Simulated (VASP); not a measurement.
# HC4 in VASP: a series of runs

Runs on HC4. Level: PBE+D3(BJ). Tasks: single point.

Program: VASP 6.6.1. These are calculated values, not measurements. Logs are shortened: lines on timing, memory, paths and dates and some standing lists are left out, and cuts for length are marked.

**1. The cell of the first run**

The cell holds a slab with vacuum, 10 atoms: a = 4.931 Å, b = 4.931 Å, c = 18.000 Å, α = 90.00°, β = 90.00°, γ = 120.00°.

**2. Single point, PBE+D3(BJ)**

The input, INCAR:

```
SYSTEM = HC4
PREC = Accurate
ENCUT = 520
EDIFF = 1E-7
ISMEAR = 0
SIGMA = 0.1
LREAL = .FALSE.
LASPH = .TRUE.
NELM = 60
ALGO = Normal
ISIF = 2
LWAVE = .FALSE.
LCHARG = .TRUE.
LDIPOL = .TRUE.
IDIPOL = 3
DIPOL = 0.5 0.5 0.234
GGA = PE
IVDW = 12
LELF = .TRUE.
LVHAR = .TRUE.
LVACPOTAV = .TRUE.
NBANDS = 28
```

The input, KPOINTS:

```
Automatic mesh
0
G
  6 6 1
  0 0 0
```

The input, POSCAR:

```
HC4
1.0
    4.9313048819      0.0000000000      0.0000000000
   -2.4656524409      4.2706353015      0.0000000000
    0.0000000000      0.0000000000     18.0000331942
C H
8 2
Direct
    0.3333333333      0.1666666667      0.2222236565
    0.3333333333      0.6666666667      0.2222236565
    0.8333333333      0.1666666667      0.2222236565
    0.8333333333      0.6666666667      0.2222236565
    0.1666666667      0.3333333333      0.2222218124
    0.1666666667      0.8333333333      0.2222218124
    0.6666666667      0.3333333333      0.2222218124
    0.6666666667      0.8333333333      0.2222218124
    0.1817507365      0.1666666667      0.2827791004
    0.4849159302      0.1666666667      0.2827791004
```

Potentials or basis: VASP PAW PBE potentials, release 64 (C, H).

Run with:

```sh
$ cat potpaw_PBE.64/C/POTCAR potpaw_PBE.64/H/POTCAR > POTCAR
$ mpirun -np 1 vasp_std > vasp.out
```

OUTCAR:

```text
SYSTEM = HC4
   PREC = Accurate
   ENCUT = 520
   EDIFF = 1E-7
   ISMEAR = 0
   LREAL = .FALSE.
   LASPH = .TRUE.
   NELM = 60
   ISIF = 2
   GGA = PE
   IVDW = 12
 IVDW          = 12

 ion  position               nearest neighbor table
   1  0.333  0.167  0.222-   9 1.32  10 1.32   5 1.42   6 1.42   7 1.42
   2  0.333  0.667  0.222-   6 1.42   5 1.42   8 1.42
   3  0.833  0.167  0.222-   7 1.42   8 1.42   5 1.42
   4  0.833  0.667  0.222-   8 1.42   7 1.42   6 1.42
   5  0.167  0.333  0.222-   9 1.39   1 1.42   2 1.42   3 1.42
   6  0.167  0.833  0.222-   2 1.42   1 1.42   4 1.42
   7  0.667  0.333  0.222-  10 1.39   3 1.42   4 1.42   1 1.42
   8  0.667  0.833  0.222-   4 1.42   3 1.42   2 1.42
   9  0.182  0.167  0.283-   1 1.32   5 1.39
  10  0.485  0.167  0.283-   1 1.32   7 1.39

  LATTYP: Found a hexagonal cell.
 ALAT       =     4.9313048819
 C/A-ratio  =     3.6501562214

  Lattice vectors:

 A1 = (   4.9313048819,   0.0000000000,   0.0000000000)
 A2 = (  -2.4656524409,   4.2706353015,   0.0000000000)
 A3 = (   0.0000000000,   0.0000000000,  18.0000331942)

Analysis of symmetry for initial positions (statically):
=====================================================================
 Subroutine PRICEL returns:
 Original cell was already a primitive cell.

 Routine SETGRP: Setting up the symmetry group for a
 hexagonal supercell.

 Subroutine GETGRP returns: Found  2 space group operations
 (whereof  1 operations were pure point group operations)
 out of a pool of 24 trial point group operations.

The static configuration has the point symmetry C_1 .
 The point group associated with its full space group is C_1h.

Analysis of symmetry for dynamics (positions and initial velocities):
=====================================================================
 Subroutine PRICEL returns:
 Original cell was already a primitive cell.

 Routine SETGRP: Setting up the symmetry group for a
 hexagonal supercell.

 Subroutine GETGRP returns: Found  2 space group operations
 (whereof  1 operations were pure point group operations)
 out of a pool of 24 trial point group operations.

The dynamic configuration has the point symmetry C_1 .
 The point group associated with its full space group is C_1h.

 Subroutine INISYM returns: Found  2 space group operations
 (whereof  1 operations are pure point group operations),
 and found     1 'primitive' translations

----------------------------------------------------------------------------------------

                                     Primitive cell

  volume of cell :     379.0772

  direct lattice vectors                    reciprocal lattice vectors
     4.931304882  0.000000000  0.000000000     0.202786083  0.117078599  0.000000000
    -2.465652441  4.270635301  0.000000000     0.000000000  0.234157199  0.000000000
     0.000000000  0.000000000 18.000033194     0.000000000  0.000000000  0.055555453

  length of vectors
     4.931304882  4.931304882 18.000033194     0.234157199  0.234157199  0.055555453

  position of ions in fractional coordinates (direct lattice)
     0.333333333  0.166666667  0.222223656
     0.333333333  0.666666667  0.222223656
     0.833333333  0.166666667  0.222223656
     0.833333333  0.666666667  0.222223656
     0.166666667  0.333333333  0.222221812
     0.166666667  0.833333333  0.222221812
     0.666666667  0.333333333  0.222221812
     0.666666667  0.833333333  0.222221812
     0.181750736  0.166666667  0.282779100
     0.484915930  0.166666667  0.282779100

  ion indices of the primitive-cell ions
   primitive index   ion index
                 1           1
                 2           2
                 3           3
                 4           4
                 5           5
                 6           6
                 7           7
                 8           8
                 9           9
                10          10

----------------------------------------------------------------------------------------

 KPOINTS: Automatic mesh

Automatic generation of k-mesh.
 Grid dimensions read from file:
 generate k-points for:    6    6    1

 Generating k-lattice:

  Cartesian coordinates                     Fractional coordinates (reciprocal lattice)
     0.033797680  0.019513100  0.000000000     0.166666667  0.000000000  0.000000000
     0.000000000  0.039026200  0.000000000     0.000000000  0.166666667  0.000000000
     0.000000000  0.000000000  0.055555453     0.000000000  0.000000000  1.000000000

  Length of vectors
     0.039026200  0.039026200  0.055555453

  Shift w.r.t. Gamma in fractional coordinates (k-lattice)
     0.000000000  0.000000000  0.000000000

 Subroutine IBZKPT returns following result:
 ===========================================

 Found     13 irreducible k-points:

 Following reciprocal coordinates:
            Coordinates               Weight
  0.000000  0.000000  0.000000      1.000000
  0.166667  0.000000  0.000000      4.000000
  0.000000  0.166667  0.000000      2.000000
  0.333333  0.000000  0.000000      4.000000
  0.000000  0.333333  0.000000      2.000000
  0.500000  0.000000  0.000000      2.000000
  0.000000  0.500000  0.000000      1.000000
  0.166667  0.166667  0.000000      4.000000
 -0.333333  0.166667  0.000000      2.000000
  0.333333  0.166667  0.000000      4.000000
 -0.166667  0.500000  0.000000      4.000000
  0.500000  0.333333  0.000000      4.000000
  0.333333  0.333333  0.000000      2.000000
   k-points           NKPTS =     13   k-points in BZ     NKDIM =     13   number of bands    NBANDS=     28
   number of dos      NEDOS =    301   number of ions     NIONS =     10
   total plane-waves  NPLWV = 224000
   dimension x,y,z NGX =    40 NGY =   40 NGZ =  140
   dimension x,y,z NGXF=    80 NGYF=   80 NGZF=  280
   ions per type =               8   2
   NGX,Y,Z   is equivalent  to a cutoff of  13.48, 13.48, 12.93 a.u.
   NGXF,Y,Z  is equivalent  to a cutoff of  26.97, 26.97, 25.86 a.u.
 SYSTEM =  HC4
   PREC   = accura    normal or accurate (medium, high low for compatibility)
   ISTART =      0    job   : 0-new  1-cont  2-samecut
   ICHARG =      2    charge: 1-file 2-atom 10-const
   ISPIN  =      1    spin polarized calculation?
   LNONCOLLINEAR =      F non collinear calculations
   LSORBIT =      F    spin-orbit coupling
   LASPH  =      T    aspherical Exc in radial PAW
   ENCUT  =  520.0 eV  38.22 Ry    6.18 a.u.   9.17  9.17 33.47*2*pi/ulx,y,z
   NELM   =     60;   NELMIN=  2; NELMDL= -5     # of ELM steps
   EDIFF  = 0.1E-06   stopping-criterion for ELM
   LREAL  =      F    real-space projection
   EDIFFG = 0.1E-05   stopping-criterion for IOM
   NSW    =      0    number of steps for IOM
   IBRION =     -1    ionic relax: 0-MD 1-quasi-New 2-CG
   NFREE  =      0    steps in history (QN), initial steepest desc. (CG)
   ISIF   =      2    stress and relaxation
   ISYM   =      2    0-nonsym 1-usesym 2-fastsym
   POTIM  = 0.5000    time-step for ionic-motion
   TEBEG  =    0.0;   TEEND  =   0.0 temperature during run
   PSTRESS=    0.0 pullay stress
   NELECT =      34.0000    total number of electrons
   NUPDOWN=      -1.0000    fix difference up-down
   EMIN   =  10.00;   EMAX   =-10.00  energy-range for DOS
   EFERMI =   0.00;   METHOD = LEGACY
   ISMEAR =     0;   SIGMA  =   0.10  broadening in eV -4-tet -1-fermi 0-gaus
   EFERMI_NEDOS =   21; number of points for ismear=-14 and -15
   IALGO  =     38    algorithm
   IMIX   =      4    mixing-type and parameters
     AMIX     =   0.40;   BMIX     =  1.00
     AMIX_MAG =   1.60;   BMIX_MAG =  1.00
  volume/ion in A,a.u.               =      37.91       255.81
  Fermi-wavevector in a.u.,A,eV,Ry     =   0.732811  1.384812  7.306489  0.537012
  Thomas-Fermi vector in A             =   1.825366
   LORBIT       =      0    0 simple, 1 ext, 2 COOP (PROOUT), +10 PAW based schemes
   GGA     = PE    functional components
   LHFCALC =     F    Hartree Fock is set to
   AEXX    =    0.0000 exact exchange contribution
   IVDW    =    12    specifies the selected vdW correction
   LEPSILON=     F    determine dielectric tensor
   LRPA    =     F    only Hartree local field effects (RPA)
 non-spin polarized calculation
 Gauss-broadening in eV      SIGMA  =   0.10
  energy-cutoff  :      520.00
  volume of cell :      379.08
 maximum number of plane-waves:     10258
 NGX is ok and might be reduce to    40
   NGX = 19   NGY = 19   NGZ = 67

 dipolmoment           0.000000      0.000000      0.000009 electrons x Angstroem

 number of electron      33.9999998 magnetization

 dipolmoment           0.000000      0.000000     -0.111221 electrons x Angstroem

 Free energy of the ion-electron system (eV)
  ---------------------------------------------------
  ext. energy  EPLUGINS =         0.00000000
  ---------------------------------------------------
  free energy    TOTEN  =       -74.76678840 eV

  energy without entropy =      -74.75792718  energy(sigma->0) =      -74.76235779

 E-fermi :  -1.2788     XC(G=0):  -2.6528

 val. band max:       -1.2849976450   @ k =   0.0000   0.3333   0.0000
 cond. band min:      -1.2157165773   @ k =   0.1667   0.0000   0.0000
 fundamental gap:      0.0692810677
 Fermi energy:        -1.2788026289

 k-point     1 :       0.0000    0.0000    0.0000
  band No.  band energies     occupation
      1     -22.7603      2.00000
      2     -18.0106      2.00000
      3     -17.4530      2.00000
      4     -16.7310      2.00000
      5     -15.9088      2.00000
      6     -15.8134      2.00000
[... 20 lines left out ...]
     27       4.4503      0.00000
     28       4.8629      0.00000
[... 342 lines left out ...]
 k-point    13 :       0.3333    0.3333    0.0000
  band No.  band energies     occupation
      1     -21.8009      2.00000
      2     -20.1731      2.00000
      3     -19.7418      2.00000
      4     -15.5252      2.00000
      5     -15.3232      2.00000
      6     -13.5079      2.00000
[... 20 lines left out ...]
     27       4.3943      0.00000
     28       4.4526      0.00000

------------------------ aborting loop because EDIFF is reached ----------------------------------------

 Edisp (eV)   -0.78259

 E8    (eV) :    -0.2358

  FORCE on cell =-STRESS in cart. coord.  units (eV):
  Direction    XX          YY          ZZ          XY          YZ          ZX
  --------------------------------------------------------------------------------------
  -------------------------------------------------------------------------------------
  Total       9.07334     6.69169     1.41814     0.00000     2.02071     0.00000
  in kB      38.34865    28.28258     5.99381     0.00000     8.54059     0.00000
  external pressure =       24.21 kB  Pullay stress =        0.00 kB

 VOLUME and BASIS-vectors are now :
 -----------------------------------------------------------------------------
  energy-cutoff  :      520.00
  volume of cell :      379.08
      direct lattice vectors                 reciprocal lattice vectors
     4.931304882  0.000000000  0.000000000     0.202786083  0.117078599  0.000000000
    -2.465652441  4.270635301  0.000000000     0.000000000  0.234157199  0.000000000
     0.000000000  0.000000000 18.000033194     0.000000000  0.000000000  0.055555453

 POSITION                                       TOTAL-FORCE (eV/Angst)
 -----------------------------------------------------------------------------------
      1.23283      0.71177      4.00003        -0.000000     -1.499233      0.959903
     -0.00000      2.84709      4.00003        -0.330510      1.063366     -0.054318
      3.69848      0.71177      4.00003        -0.000000     -0.923937     -1.000743
      2.46565      2.84709      4.00003         0.330510      1.063366     -0.054318
      0.00000      1.42355      4.00000        -2.297320      0.772537      0.050057
     -1.23283      3.55886      4.00000        -0.000000     -3.398191     -1.366847
      2.46565      1.42355      4.00000         2.297320      0.772537      0.050057
      1.23283      3.55886      4.00000         0.000000      0.295573      0.052968
      0.48533      0.71177      5.09003        -0.317542      0.926990      0.681621
      1.98033      0.71177      5.09003         0.317542      0.926990      0.681621
 -----------------------------------------------------------------------------------
    total drift:                               -0.000000      0.000033      0.000513

  FREE ENERGIE OF THE ION-ELECTRON SYSTEM (eV)
  ---------------------------------------------------
  free  energy   TOTEN  =       -75.5493819561 eV

  energy  without entropy=      -75.5405207445  energy(sigma->0) =      -75.54495135

 vacuum level on the upper side and lower side of the slab         1.284         2.239
```

Wall time 10 min (1 thread of Intel Xeon 8259CL, shared host); peak memory 0.56 GiB.

Results:

```yaml
Free_energy: -75.5494 eV
Largest_force: 3.663 eV/Å
Band_gap_on_the_k_mesh: zero (bands 17 and 18 overlap by 0.77 eV)
Dispersion_energy_per_atom: -0.078 eV
```

Forces on the atoms (eV/Å):
```
C    0.000 -1.499  0.960
C   -0.331  1.063 -0.054
C    0.000 -0.924 -1.001
C    0.331  1.063 -0.054
C   -2.297  0.773  0.050
C    0.000 -3.398 -1.367
C    2.297  0.773  0.050
C    0.000  0.296  0.053
H   -0.318  0.927  0.682
H    0.318  0.927  0.682
```

Levels at points of the mesh, in eV from the Fermi level:
| k point | band 14 | band 15 | band 16 | band 17 | band 18 | band 19 | band 20 | band 21 |
| --- | --- | --- | --- | --- | --- | --- | --- | --- |
| (0.00, 0.00, 0.00) | -4.22 | -4.04 | -3.58 | -1.06 | -0.42 | 0.35 | 0.73 | 2.60 |
| (0.50, 0.00, 0.00) | -5.98 | -4.68 | -4.20 | 0.12 | 1.37 | 1.46 | 2.60 | 4.18 |
| (0.00, 0.50, 0.00) | -5.79 | -4.90 | -4.52 | 0.35 | 0.40 | 1.74 | 3.56 | 4.41 |

**3. Single point, PBE+D3(BJ)**

The input, INCAR:

```
ALGO = Normal
DIPOL = 0.5 0.5 0.227
EDIFF = 1E-6
ENCUT = 520
GGA = PE
IDIPOL = 3
ISIF = 2
ISMEAR = 0
IVDW = 12
LASPH = True
LCHARG = True
LDIPOL = True
LELF = True
LREAL = False
LVACPOTAV = True
LVHAR = True
LWAVE = False
NBANDS = 28
NELM = 100
PREC = Accurate
SIGMA = 0.1
```

The input, KPOINTS:

```
k-points
0
Gamma
  6 6 1
```

POSCAR, as its differences from that of step 2:

```diff
@@ -16,3 +16,3 @@
     0.6666666667      0.8333333333      0.2222218124
-    0.1817507365      0.1666666667      0.2827791004
-    0.4849159302      0.1666666667      0.2827791004
+    0.1067198858      0.1666666667      0.2472236104
+    0.5599467808      0.1666666667      0.2472236104
```

Potentials or basis: VASP PAW PBE potentials, release 64 (C, H).

Run with:

```sh
$ cat potpaw_PBE.64/C/POTCAR potpaw_PBE.64/H/POTCAR > POTCAR
$ mpirun -np 1 vasp_std > vasp.out
```

OUTCAR:

```text
EDIFF = 1E-6
   ENCUT = 520
   GGA = PE
   ISIF = 2
   ISMEAR = 0
   IVDW = 12
   LASPH = True
   LREAL = False
   NELM = 100
   PREC = Accurate
 IVDW          = 12

 ion  position               nearest neighbor table
   1  0.333  0.167  0.222-   9 1.20  10 1.20   5 1.42   6 1.42   7 1.42
   2  0.333  0.667  0.222-   6 1.42   5 1.42   8 1.42
   3  0.833  0.167  0.222-   9 1.42  10 1.42   7 1.42   8 1.42   5 1.42
   4  0.833  0.667  0.222-   8 1.42   7 1.42   6 1.42
   5  0.167  0.333  0.222-   9 0.85   1 1.42   2 1.42   3 1.42
   6  0.167  0.833  0.222-   2 1.42   1 1.42   4 1.42
   7  0.667  0.333  0.222-  10 0.85   3 1.42   4 1.42   1 1.42
[... 622 lines left out ...]

 VOLUME and BASIS-vectors are now :
 -----------------------------------------------------------------------------
  energy-cutoff  :      520.00
  volume of cell :      379.08
      direct lattice vectors                 reciprocal lattice vectors
     4.931304882  0.000000000  0.000000000     0.202786083  0.117078599  0.000000000
    -2.465652441  4.270635301  0.000000000     0.000000000  0.234157199  0.000000000
     0.000000000  0.000000000 18.000033194     0.000000000  0.000000000  0.055555453

 POSITION                                       TOTAL-FORCE (eV/Angst)
 -----------------------------------------------------------------------------------
      1.23283      0.71177      4.00003        -0.000000     -2.642292     -5.476925
     -0.00000      2.84709      4.00003         0.128053      1.405560      0.755795
      3.69848      0.71177      4.00003        -0.000000     -2.123637     -3.318229
      2.46565      2.84709      4.00003        -0.128053      1.405560      0.755795
      0.00000      1.42355      4.00000        -3.156424     15.492047    -10.557388
     -1.23283      3.55886      4.00000        -0.000000     -1.599000     -0.415927
      2.46565      1.42355      4.00000         3.156424     15.492047    -10.557388
      1.23283      3.55886      4.00000        -0.000000     -0.614118     -0.207882
      0.11533      0.71177      4.45003         1.145749    -13.408083     14.511075
      2.35033      0.71177      4.45003        -1.145749    -13.408083     14.511075
 -----------------------------------------------------------------------------------
    total drift:                               -0.000001      0.000181      0.000671

  FREE ENERGIE OF THE ION-ELECTRON SYSTEM (eV)
  ---------------------------------------------------
  free  energy   TOTEN  =       -67.3641196970 eV

  energy  without entropy=      -67.3494276684  energy(sigma->0) =      -67.35677368

 vacuum level on the upper side and lower side of the slab         1.302         2.238
```

OSZICAR:

```text
N       E                     dE             d eps       ncg     rms          rms(c)
DAV:   1     0.281989066938E+03    0.28199E+03   -0.13095E+04   808   0.899E+02
DAV:   2    -0.324727235500E+02   -0.31446E+03   -0.30226E+03  1180   0.223E+02
DAV:   3    -0.721151075933E+02   -0.39642E+02   -0.39311E+02   932   0.854E+01
DAV:   4    -0.731941549728E+02   -0.10790E+01   -0.10709E+01   944   0.174E+01
[... 14 lines left out ...]
DAV:  19    -0.665978574557E+02   -0.50179E-04   -0.18391E-06   696   0.424E-03    0.905E-04
DAV:  20    -0.665978720860E+02   -0.14630E-04   -0.19546E-07   608   0.187E-03    0.405E-04
DAV:  21    -0.665978772047E+02   -0.51187E-05   -0.82631E-08   604   0.106E-03    0.244E-04
DAV:  22    -0.665978788248E+02   -0.16201E-05   -0.28296E-08   608   0.591E-04    0.880E-05
DAV:  23    -0.665978792476E+02   -0.42281E-06   -0.94235E-09   620   0.350E-04
   1 F= -.67364120E+02 E0= -.67356774E+02  d E =-.146920E-01
```

Run time: 8.7 min. Hardware: 1 thread of Intel Xeon 8259CL, shared host; peak memory 0.55 GiB.

Results:

```
Free energy                : -67.3641 eV
Largest force              : 19.790 eV/Å
Band gap on the k mesh     : zero (bands 17 and 18 overlap by 0.72 eV)
Dispersion energy per atom : -0.077 eV
```

Forces on the atoms (eV/Å):
```
C     0.000  -2.642  -5.477
C     0.128   1.406   0.756
C     0.000  -2.124  -3.318
C    -0.128   1.406   0.756
C    -3.156  15.492 -10.557
C     0.000  -1.599  -0.416
C     3.156  15.492 -10.557
C     0.000  -0.614  -0.208
H     1.146 -13.408  14.511
H    -1.146 -13.408  14.511
```

Levels at points of the mesh, in eV from the Fermi level:
| k point | band 15 | band 16 | band 17 | band 18 | band 19 | band 20 |
| --- | --- | --- | --- | --- | --- | --- |
| (0.00, 0.00, 0.00) | -4.60 | -4.31 | -0.97 | -0.26 | -0.12 | 1.13 |
| (0.50, 0.00, 0.00) | -4.81 | -4.70 | 0.47 | 0.62 | 3.42 | 3.50 |
| (0.00, 0.50, 0.00) | -5.34 | -4.78 | 0.21 | 0.84 | 0.98 | 3.35 |

(Part 1 of 2 ends here.)
